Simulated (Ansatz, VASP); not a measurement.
This is a calculation of Re for VASP 6.6.1.

The input INCAR:

```
PREC = Accurate
ENCUT = 500
EDIFF = 1E-6
ISMEAR = -1
SIGMA = 0.05
LREAL = False
LASPH = True
NELM = 120
ALGO = Normal
ISIF = 2
LWAVE = False
LCHARG = False
NBANDS = 38
GGA_COMPAT = False
```

Contents of KPOINTS:

```
Automatic mesh
0
Gamma
  11 11 3
```

Contents of POSCAR:

```
Re
1.0
    2.7663873939      0.0000000000      0.0000000000
   -1.3831936969      2.3957617598      0.0000000000
    0.0000000000      0.0000000000      8.9388451600
Re
4
Direct
    0.6666666667      0.3333333333      0.7500000000
    0.0000000000      0.0000000000      0.5000000000
    0.3333333333      0.6666666667      0.2500000000
    0.0000000000      0.0000000000      0.0000000000
```

Potentials or basis: VASP PAW LDA potentials, release 64 (Re_sv_GW).

Launch:

```sh
$ cat potpaw_LDA.64/Re_sv_GW/POTCAR > POTCAR
$ mpirun -np 1 vasp_std > vasp.out
```

Q: Set up the same calculation for Ansatz 0.2.0. Potentials there: Ansatz PAW.

A: As run (the cutoff follows the program's own potentials):

Contents of input.yaml:

```yaml
crystal:
  lattice:
    - [2.7663873939, 0.0, 0.0]
    - [-1.3831936969, 2.3957617598, 0.0]
    - [0.0, 0.0, 8.93884516]
  atoms:
    - { symbol: Re, position: [0.6666666667, 0.3333333333, 0.75] }
    - { symbol: Re, position: [0.0, 0.0, 0.5] }
    - { symbol: Re, position: [0.3333333333, 0.6666666667, 0.25] }
    - { symbol: Re, position: [0.0, 0.0, 0.0] }
hamiltonian:
  xc: lda
  pseudopotentials: { kind: paw }
kpoints:
  mp_grid: { grid: [11, 11, 3] }
scf:
  occupations: { method: fermi_dirac, width: 0.05 }
output:
  forces: true
  stress: true
  eigenvalues: true
```

Potentials or basis: Ansatz PAW.

Run with:

```sh
$ ansatz run input.yaml --threads 2 --pin off --max-ram 5120MiB --backend cpu --events-out ev --progress --plain --runs-dir out
```

Both were run:

|  | VASP | Ansatz | Ansatz less VASP |
| --- | --- | --- | --- |
| gap on the k mesh at the Fermi level (eV) | none | none | - |
| pressure (GPa) | -13.6 | -12.5 | +1.03 |
| traceless stress, the component that is largest in VASP (GPa) | -0.19 | -0.10 | +0.089 |

LDA's correlation is that of Perdew and Zunger in VASP and of Perdew and Wang (1992) in Ansatz. A gap of «none» marks a metal or a gap that the smearing closes.

Spin-orbit coupling is off throughout.
